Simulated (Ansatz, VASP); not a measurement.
One calculation of CdS, two programs

```
Cd S
1.0
     0.00000    2.87845    2.87845
     2.87845    0.00000    2.87845
     2.87845    2.87845    0.00000
Cd S
1 1
Direct
  0.00000 0.00000 0.00000
  0.75000 0.75000 0.75000
```

Alike in both runs: functional LDA; k mesh 8 × 8 × 8; occupations gaussian, width 0.02 eV; no spin polarisation.

Ansatz relaxed the structure, and its values are those at the end. VASP's run is a single point on that final structure, the one shown.

```csv
,VASP,Ansatz
version,VASP 6.6.1,Ansatz 0.2.0
potentials or method,"VASP PAW LDA potentials, release 64 (Cd, S), cutoff 520 eV","scalar-relativistic, plane waves, PAW"
valence electrons in the cell,18,26
```

```csv
,VASP,Ansatz,Ansatz less VASP
gap on the k mesh at the Fermi level (eV),0.98,0.95,-0.030
least direct gap on the mesh (eV),0.98,0.95,-0.030
pressure (GPa),0.5,0.0,-0.54
```

Ansatz warns that its potentials were made for another functional, while VASP's fit it. LDA's correlation is that of Perdew and Zunger in VASP and of Perdew and Wang (1992) in Ansatz. VASP's potentials hold 18 valence electrons a cell and Ansatz's 26, so a difference there can come from the potentials and not from the codes.
